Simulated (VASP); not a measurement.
Here is a VASP 6.6.1 calculation.

POSCAR

```
KCl
1.0
    0.0000000000      3.1448483099      3.1448483099
    3.1448483099      0.0000000000      3.1448483099
    3.1448483099      3.1448483099      0.0000000000
K Cl
1 1
Direct
    0.0000000000      0.0000000000      0.0000000000
    0.5000000000      0.5000000000      0.5000000000
```

File INCAR.step1:

```
SYSTEM = KCl
PREC = Accurate ; ENCUT = 520
ISMEAR = 0 ; SIGMA = 0.01
LREAL = .False. ; LASPH = .True.
NELM = 60 ; NBANDS = 15
GGA = PE ; ALGO = Normal
EDIFF = 1E-4 ; LWAVE = .True.
LCHARG = .False.
```

The input INCAR.step2:

```
SYSTEM = KCl
PREC = Accurate ; ENCUT = 520
EDIFF = 1E-6 ; ISMEAR = 0
SIGMA = 0.01 ; LREAL = .False.
LASPH = .True. ; NELM = 60
ALGO = Normal ; ISIF = 2
LWAVE = .False. ; LCHARG = .True.
METAGGA = R2SCAN ; LMIXTAU = .True.
LELF = .True. ; LVHAR = .True.
NBANDS = 15 ; ISTART = 1
```

File KPOINTS:

```
regular mesh
0
Gamma
  4 4 4
  0 0 0
```

Potentials or basis: VASP PAW PBE potentials, release 64 (K_sv, Cl).

Launch:

```sh
$ cat potpaw_PBE.64/K_sv/POTCAR potpaw_PBE.64/Cl/POTCAR > POTCAR
$ cp INCAR.step1 INCAR
$ mpirun -np 1 vasp_std > vasp.out
$ cp INCAR.step2 INCAR
$ mpirun -np 1 vasp_std > vasp.out
```

Question: Estimate the band gap on the k mesh.

Answer: 5.83 eV, direct.

Question: Predict the pressure.

Answer: 0.0 GPa.

Caveat: the k points lie up to 0.43 Å⁻¹ apart; the PAW data sets were made with another functional, which shifts forces and pressure a little. r2SCAN opens gaps a little over a GGA but as a rule still falls short of measured ones.
